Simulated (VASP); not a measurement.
Here is a VASP 6.6.1 calculation.

Contents of INCAR:

```
SYSTEM = Ge2Sb2Te5
PREC = Accurate
ENCUT = 520
EDIFF = 1E-6
ISMEAR = 0
SIGMA = 0.1
LREAL = .False.
LASPH = .True.
NELM = 80
ALGO = Normal
ISIF = 2
LWAVE = .False.
LCHARG = .False.
GGA = PE
NBANDS = 44
```

File KPOINTS:

```
Automatic mesh
0
Gamma
  12 12 2
  0 0 0
```

File POSCAR:

```
Ge2Sb2Te5
1.0
    4.2252521902      0.0000000000      0.0000000000
   -2.1126260951      3.6591757341      0.0000000000
    0.0000000000      0.0000000000     17.2932929016
Ge Sb Te
2 2 5
Direct
    0.0000000000      0.0000000000      0.3383452028
    0.0000000000      0.0000000000      0.6616547972
    0.3333333333      0.6666666667      0.1160939559
    0.6666666667      0.3333333333      0.8839060441
    0.0000000000      0.0000000000      0.0000000000
    0.3333333333      0.6666666667      0.7825461843
    0.6666666667      0.3333333333      0.2174538157
    0.3333333333      0.6666666667      0.4202826846
    0.6666666667      0.3333333333      0.5797173154
```

Potentials or basis: VASP PAW PBE potentials, release 64 (Ge_d, Sb, Te).

Run with:

```console
$ cat potpaw_PBE.64/Ge_d/POTCAR potpaw_PBE.64/Sb/POTCAR potpaw_PBE.64/Te/POTCAR > POTCAR
$ mpirun -np 1 vasp_std > vasp.out
```

(1) Predict the pressure.

(2) Estimate the largest force.

## Answers

(1) 1.7 GPa.

(2) 0.017 eV/Å.
